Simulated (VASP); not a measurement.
Here is a VASP 6.6.1 calculation.

The input INCAR:

```
ALGO = Normal ; EDIFF = 1E-6
ENCUT = 520 ; GGA = PE
ISIF = 2 ; ISMEAR = 0
IVDW = 12 ; LASPH = True
LCHARG = False ; LREAL = False
LWAVE = False ; NBANDS = 17
NELM = 60 ; PREC = Accurate
SIGMA = 0.02
```

The input KPOINTS:

```
k-points
0
Gamma
  10 10 10
```

POSCAR

```
SnSe
1.0
    0.0000000000      2.8962727268      2.8962727268
    2.8962727268      0.0000000000      2.8962727268
    2.8962727268      2.8962727268      0.0000000000
Sn Se
1 1
Direct
    0.0000000000      0.0000000000      0.0000000000
    0.5000000000      0.5000000000      0.5000000000
```

Potentials or basis: VASP PAW PBE potentials, release 64 (Sn_d, Se).

Run with:

```bash
$ cat potpaw_PBE.64/Sn_d/POTCAR potpaw_PBE.64/Se/POTCAR > POTCAR
$ mpirun -np 1 vasp_std > vasp.out
```

Task: Predict the pressure.

Result: 6.1 GPa.

Task: Estimate the dispersion energy per atom.

Result: -0.398 eV.

Task: Estimate the band gap on the k mesh.

Result: 0.35 eV, indirect (least direct gap 0.56 eV).

Caveat: spin-orbit coupling is left out, which moves the levels of the heavy elements. A k mesh can miss the band edges.
